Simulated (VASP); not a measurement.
# Al2MoN3 (P6/mmm) in VASP: further runs

Runs on Al2MoN3. Level: PBE. Tasks: single point.

All numbers are computed with VASP 6.6.1; they aren't measurements. Logs are shortened: lines on timing, memory, paths and dates and some standing lists are left out, and cuts for length are marked.

### 1 The cell of the first run

The structure is hexagonal, space group P6/mmm (No. 191). Conventional cell: a = 6.039 Å, b = 6.039 Å, c = 3.112 Å, α = 90.00°, β = 90.00°, γ = 120.00°. Within 2.3 Å of Al (site symmetry -6m2) lie 3 N at 1.74 Å. Mo (site symmetry 6/mmm) has 2 Mo at 3.11 Å and 12 N at 3.40 Å and 12 Al at 3.82 Å within 4.1 Å. Within 2.3 Å of N (site symmetry mmm) lie 2 Al at 1.74 Å.

### 2 Single point, PBE, collinear spin, ferrimagnetic start

Contents of INCAR:

```
SYSTEM = Al2MoN3
PREC     = Accurate       ! precision mode
ENCUT    = 520            ! plane-wave cutoff, eV
EDIFF    = 1E-6           ! SCF threshold, eV
ISMEAR   = 0              ! smearing method
SIGMA    = 0.1            ! smearing width, eV
LREAL    = .False.        ! projectors in reciprocal space
LASPH    = .True.         ! aspherical terms in the spheres
NELM     = 150            ! most SCF steps
ALGO     = Normal         ! electronic algorithm
ISIF     = 2              ! what is computed and relaxed
LWAVE    = .False.        ! write WAVECAR
LCHARG   = .True.         ! write CHGCAR
ISPIN    = 2              ! spin polarisation
MAGMOM   = 0 0 3.69 -0.39 -0.39 -0.39 ! initial moments
LORBIT   = 11             ! projections on sites
LMAXMIX  = 4              ! l up to which the mixer works
GGA      = PE             ! functional
LELF     = .True.         ! ELF
LVHAR    = .True.       
NBANDS   = 30             ! bands
```

Contents of KPOINTS:

```
regular mesh
0
Gamma
  3 3 6
  0 0 0
```

Contents of POSCAR:

```
Al2MoN3
1.0
    6.0386048713      0.0000000000      0.0000000000
   -3.0193024357      5.2295852220      0.0000000000
    0.0000000000      0.0000000000      3.1124354322
Al Mo N
2 1 3
Direct
    0.3333333333      0.6666666667      0.5000000000
    0.6666666667      0.3333333333      0.5000000000
    0.0000000000      0.0000000000      0.0000000000
    0.5000000000      0.0000000000      0.5000000000
    0.0000000000      0.5000000000      0.5000000000
    0.5000000000      0.5000000000      0.5000000000
```

Potentials or basis: VASP PAW PBE potentials, release 64 (Al, Mo_sv, N).

Run with:

```
$ cat potpaw_PBE.64/Al/POTCAR potpaw_PBE.64/Mo_sv/POTCAR potpaw_PBE.64/N/POTCAR > POTCAR
$ mpirun -np 1 vasp_std > vasp.out
```

OUTCAR:

```text
SYSTEM = Al2MoN3
   PREC = Accurate
   ENCUT = 520
   EDIFF = 1E-6
   ISMEAR = 0
   LREAL = .False.
   LASPH = .True.
   NELM = 150
   ISIF = 2
   ISPIN = 2
   LORBIT = 11
   GGA = PE

 ion  position               nearest neighbor table
   1  0.333  0.667  0.500-   5 1.74   4 1.74   6 1.74
   2  0.667  0.333  0.500-   5 1.74   4 1.74   6 1.74
   3  0.000  0.000  0.000-
   4  0.500  0.000  0.500-   1 1.74   2 1.74
   5  0.000  0.500  0.500-   1 1.74   2 1.74
   6  0.500  0.500  0.500-   1 1.74   2 1.74

  LATTYP: Found a hexagonal cell.
 ALAT       =     6.0386048713
 C/A-ratio  =     0.5154229327

  Lattice vectors:

 A1 = (   6.0386048713,   0.0000000000,   0.0000000000)
 A2 = (  -3.0193024357,   5.2295852220,   0.0000000000)
 A3 = (   0.0000000000,   0.0000000000,   3.1124354322)

Analysis of symmetry for initial positions (statically):
=====================================================================
 Subroutine PRICEL returns:
 Original cell was already a primitive cell.

 Routine SETGRP: Setting up the symmetry group for a
 hexagonal supercell.

 Subroutine GETGRP returns: Found 24 space group operations
 (whereof 24 operations were pure point group operations)
 out of a pool of 24 trial point group operations.

The static configuration has the point symmetry D_6h.

Analysis of symmetry for dynamics (positions and initial velocities):
=====================================================================
 Subroutine PRICEL returns:
 Original cell was already a primitive cell.

 Routine SETGRP: Setting up the symmetry group for a
 hexagonal supercell.

 Subroutine GETGRP returns: Found 24 space group operations
 (whereof 24 operations were pure point group operations)
 out of a pool of 24 trial point group operations.

The dynamic configuration has the point symmetry D_6h.

Analysis of structural, dynamic, and magnetic symmetry:
=====================================================================
 Subroutine PRICEL returns:
 Original cell was already a primitive cell.

 Routine SETGRP: Setting up the symmetry group for a
 hexagonal supercell.

 Subroutine GETGRP returns: Found 24 space group operations
 (whereof 24 operations were pure point group operations)
 out of a pool of 24 trial point group operations.

The overall configuration has the point symmetry D_6h.

 Subroutine INISYM returns: Found 24 space group operations
 (whereof 24 operations are pure point group operations),
 and found     1 'primitive' translations

----------------------------------------------------------------------------------------

                                     Primitive cell

  volume of cell :      98.2888

  direct lattice vectors                    reciprocal lattice vectors
     6.038604871  0.000000000  0.000000000     0.165601165  0.095609877  0.000000000
    -3.019302436  5.229585222  0.000000000     0.000000000  0.191219754  0.000000000
     0.000000000  0.000000000  3.112435432     0.000000000  0.000000000  0.321291806

  length of vectors
     6.038604871  6.038604871  3.112435432     0.191219754  0.191219754  0.321291806

  position of ions in fractional coordinates (direct lattice)
     0.333333333  0.666666667  0.500000000
     0.666666667  0.333333333  0.500000000
     0.000000000  0.000000000  0.000000000
     0.500000000  0.000000000  0.500000000
     0.000000000  0.500000000  0.500000000
     0.500000000  0.500000000  0.500000000

  ion indices of the primitive-cell ions
   primitive index   ion index
                 1           1
                 2           2
                 3           3
                 4           4
                 5           5
                 6           6

----------------------------------------------------------------------------------------

 KPOINTS: regular mesh

Automatic generation of k-mesh.
 Grid dimensions read from file:
 generate k-points for:    3    3    6

 Generating k-lattice:

  Cartesian coordinates                     Fractional coordinates (reciprocal lattice)
     0.055200388  0.031869959  0.000000000     0.333333333 -0.000000000  0.000000000
     0.000000000  0.063739918  0.000000000     0.000000000  0.333333333  0.000000000
     0.000000000  0.000000000  0.053548634     0.000000000  0.000000000  0.166666667

  Length of vectors
     0.063739918  0.063739918  0.053548634

  Shift w.r.t. Gamma in fractional coordinates (k-lattice)
     0.000000000  0.000000000  0.000000000

 Subroutine IBZKPT returns following result:
 ===========================================

 Found     12 irreducible k-points:

 Following reciprocal coordinates:
            Coordinates               Weight
  0.000000  0.000000  0.000000      1.000000
  0.333333  0.000000  0.000000      6.000000
  0.333333  0.333333  0.000000      2.000000
  0.000000  0.000000  0.166667      2.000000
  0.333333  0.000000  0.166667     12.000000
  0.333333  0.333333  0.166667      4.000000
  0.000000  0.000000  0.333333      2.000000
  0.333333  0.000000  0.333333     12.000000
  0.333333  0.333333  0.333333      4.000000
  0.000000  0.000000  0.500000      1.000000
  0.333333  0.000000  0.500000      6.000000
  0.333333  0.333333  0.500000      2.000000
   k-points           NKPTS =     12   k-points in BZ     NKDIM =     12   number of bands    NBANDS=     30
   number of dos      NEDOS =    301   number of ions     NIONS =      6
   total plane-waves  NPLWV =  55296
   dimension x,y,z NGX =    48 NGY =   48 NGZ =   24
   dimension x,y,z NGXF=    96 NGYF=   96 NGZF=   48
   ions per type =               2   1   3
   NGX,Y,Z   is equivalent  to a cutoff of  13.21, 13.21, 12.82 a.u.
   NGXF,Y,Z  is equivalent  to a cutoff of  26.43, 26.43, 25.64 a.u.
 SYSTEM =  Al2MoN3
   PREC   = accura    normal or accurate (medium, high low for compatibility)
   ISTART =      0    job   : 0-new  1-cont  2-samecut
   ICHARG =      2    charge: 1-file 2-atom 10-const
   ISPIN  =      2    spin polarized calculation?
   LNONCOLLINEAR =      F non collinear calculations
   LSORBIT =      F    spin-orbit coupling
   LASPH  =      T    aspherical Exc in radial PAW
   ENCUT  =  520.0 eV  38.22 Ry    6.18 a.u.  11.23 11.23  5.79*2*pi/ulx,y,z
   NELM   =    150;   NELMIN=  2; NELMDL= -5     # of ELM steps
   EDIFF  = 0.1E-05   stopping-criterion for ELM
   LREAL  =      F    real-space projection
   EDIFFG = 0.1E-04   stopping-criterion for IOM
   NSW    =      0    number of steps for IOM
   IBRION =     -1    ionic relax: 0-MD 1-quasi-New 2-CG
   NFREE  =      0    steps in history (QN), initial steepest desc. (CG)
   ISIF   =      2    stress and relaxation
   ISYM   =      2    0-nonsym 1-usesym 2-fastsym
   POTIM  = 0.5000    time-step for ionic-motion
   TEBEG  =    0.0;   TEEND  =   0.0 temperature during run
   PSTRESS=    0.0 pullay stress
   NELECT =      35.0000    total number of electrons
   NUPDOWN=      -1.0000    fix difference up-down
   EMIN   =  10.00;   EMAX   =-10.00  energy-range for DOS
   EFERMI =   0.00;   METHOD = LEGACY
   ISMEAR =     0;   SIGMA  =   0.10  broadening in eV -4-tet -1-fermi 0-gaus
   EFERMI_NEDOS =   21; number of points for ismear=-14 and -15
   IALGO  =     38    algorithm
   IMIX   =      4    mixing-type and parameters
     AMIX     =   0.40;   BMIX     =  1.00
     AMIX_MAG =   1.60;   BMIX_MAG =  1.00
  volume/ion in A,a.u.               =      16.38       110.55
  Fermi-wavevector in a.u.,A,eV,Ry     =   1.160369  2.192779 18.319648  1.346456
  Thomas-Fermi vector in A             =   2.296952
   LORBIT       =     11    0 simple, 1 ext, 2 COOP (PROOUT), +10 PAW based schemes
   GGA     = PE    functional components
   LHFCALC =     F    Hartree Fock is set to
   AEXX    =    0.0000 exact exchange contribution
   IVDW    =     0    specifies the selected vdW correction
   LEPSILON=     F    determine dielectric tensor
   LRPA    =     F    only Hartree local field effects (RPA)
 spin polarized calculation
 Gauss-broadening in eV      SIGMA  =   0.10
  energy-cutoff  :      520.00
  volume of cell :       98.29
 maximum number of plane-waves:      2675
 NGX is ok and might be reduce to    48
   NGX = 23   NGY = 23   NGZ = 11

 number of electron      34.9999996 magnetization       2.0003575

 Free energy of the ion-electron system (eV)
  ---------------------------------------------------
  ext. energy  EPLUGINS =         0.00000000
  ---------------------------------------------------
  free energy    TOTEN  =       -37.56348711 eV

  energy without entropy =      -37.54051141  energy(sigma->0) =      -37.55199926

 E-fermi :   3.8514     XC(G=0):  -9.5698

 val. band max:        3.8478094672   @ k =   0.3333   0.3333   0.5000
 cond. band min:       3.8676985587   @ k =   0.0000   0.0000   0.0000
 fundamental gap:      0.0198890915
 Fermi energy:         3.8513990677

 spin component 1

 k-point     1 :       0.0000    0.0000    0.0000
  band No.  band energies     occupation
      1     -58.0149      1.00000
      2     -32.2605      1.00000
      3     -32.2605      1.00000
      4     -31.8514      1.00000
      5     -10.3450      1.00000
      6      -8.9265      1.00000
[... 21 lines left out ...]
     28      11.2887      0.00000
     29      13.7736      0.00000

 k-point     2 :       0.3333    0.0000    0.0000
  band No.  band energies     occupation
      1     -58.0149      1.00000
      2     -32.2606      1.00000
      3     -32.2605      1.00000
      4     -31.8514      1.00000
      5     -10.0938      1.00000
      6      -9.3072      1.00000
[... 312 lines left out ...]
 k-point    12 :       0.3333    0.3333    0.5000
  band No.  band energies     occupation
      1     -57.9934      1.00000
      2     -32.2358      1.00000
      3     -32.2358      1.00000
      4     -32.1060      1.00000
      5      -9.1441      1.00000
      6      -9.1441      1.00000
[... 21 lines left out ...]
     28      13.6510      0.00000
     29      13.9205      0.00000
 Fermi energy:         3.8513990677

 spin component 2

 k-point     1 :       0.0000    0.0000    0.0000
  band No.  band energies     occupation
      1     -56.0223      1.00000
      2     -29.9116      1.00000
      3     -29.9098      1.00000
      4     -29.9098      1.00000
      5     -10.9543      1.00000
      6      -9.6555      1.00000
[... 21 lines left out ...]
     28      11.5137      0.00000
     29      13.7612      0.00000

 k-point     2 :       0.3333    0.0000    0.0000
  band No.  band energies     occupation
      1     -56.0223      1.00000
      2     -29.9116      1.00000
      3     -29.9099      1.00000
      4     -29.9099      1.00000
      5     -10.7218      1.00000
      6      -9.9955      1.00000
[... 312 lines left out ...]
 k-point    12 :       0.3333    0.3333    0.5000
  band No.  band energies     occupation
      1     -55.9999      1.00000
      2     -30.1814      1.00000
      3     -29.8842      1.00000
      4     -29.8842      1.00000
      5      -9.8496      1.00000
      6      -9.8496      1.00000
[... 21 lines left out ...]
     28      13.8191      0.00000
     29      13.8191      0.00000
 [bands above 29 left out]

------------------------ aborting loop because EDIFF is reached ----------------------------------------

  FORCE on cell =-STRESS in cart. coord.  units (eV):
  Direction    XX          YY          ZZ          XY          YZ          ZX
  --------------------------------------------------------------------------------------
  -------------------------------------------------------------------------------------
  Total       -0.2376440     -0.2376440     -0.2403555      0.0000000      0.0000000      0.0000000
  in kB       -3.8737654     -3.8737654     -3.9179644      0.0000000      0.0000000      0.0000000
  external PRESSURE =      -3.8884984 kB  Pullay stress =       0.0000000 kB

 VOLUME and BASIS-vectors are now :
 -----------------------------------------------------------------------------
  energy-cutoff  :      520.00
  volume of cell :       98.29
      direct lattice vectors                 reciprocal lattice vectors
     6.038604871  0.000000000  0.000000000     0.165601165  0.095609877  0.000000000
    -3.019302436  5.229585222  0.000000000     0.000000000  0.191219754  0.000000000
     0.000000000  0.000000000  3.112435432     0.000000000  0.000000000  0.321291806

 POSITION                                       TOTAL-FORCE (eV/Angst)
 -----------------------------------------------------------------------------------
     -0.00000      3.48639      1.55622         0.000000      0.000000      0.000000
      3.01930      1.74320      1.55622        -0.000000      0.000000     -0.000000
      0.00000      0.00000      0.00000        -0.000000      0.000000      0.000000
      3.01930      0.00000      1.55622        -0.000000      0.000000      0.000000
     -1.50965      2.61479      1.55622        -0.000000      0.000000      0.000000
      1.50965      2.61479      1.55622        -0.000000      0.000000      0.000000
 -----------------------------------------------------------------------------------
    total drift:                                0.000000      0.000000     -0.000000

  FREE ENERGIE OF THE ION-ELECTRON SYSTEM (eV)
  ---------------------------------------------------
  free  energy   TOTEN  =       -37.5634871113 eV

  energy  without entropy=      -37.5405114142  energy(sigma->0) =      -37.55199926

 total charge

# of ion       s       p       d       tot
------------------------------------------
    1        0.401   0.501   0.000   0.902
    2        0.401   0.501   0.000   0.902
    3        2.158   5.996   3.751  11.905
    4        1.281   2.423   0.000   3.703
    5        1.281   2.423   0.000   3.703
    6        1.281   2.423   0.000   3.703
--------------------------------------------------
tot          6.802  14.266   3.751  24.819

 magnetization (x)

# of ion       s       p       d       tot
------------------------------------------
    1        0.006   0.008   0.000   0.014
    2        0.006   0.008   0.000   0.014
    3        0.038   0.031   2.920   2.988
    4       -0.005  -0.378   0.000  -0.383
    5       -0.005  -0.378   0.000  -0.383
    6       -0.005  -0.378   0.000  -0.383
--------------------------------------------------
tot          0.036  -1.089   2.920   1.867
```

Wall time 46 s (1 thread of Intel Xeon 6975P-C (Granite Rapids), shared host); peak memory 0.29 GiB.

What came out:

* Free energy: -37.5635 eV
* Pressure: -0.4 GPa
* Net moment: 2.00 μB per cell
* Site moments: Al +0.01; Mo +2.99; N -0.38 μB
* Valence electrons inside the program's atomic spheres: Al 0.90; Mo 11.90; N 3.70

Caveat: the k points lie up to 0.40 Å⁻¹ apart.

[end of part 1 of 2]
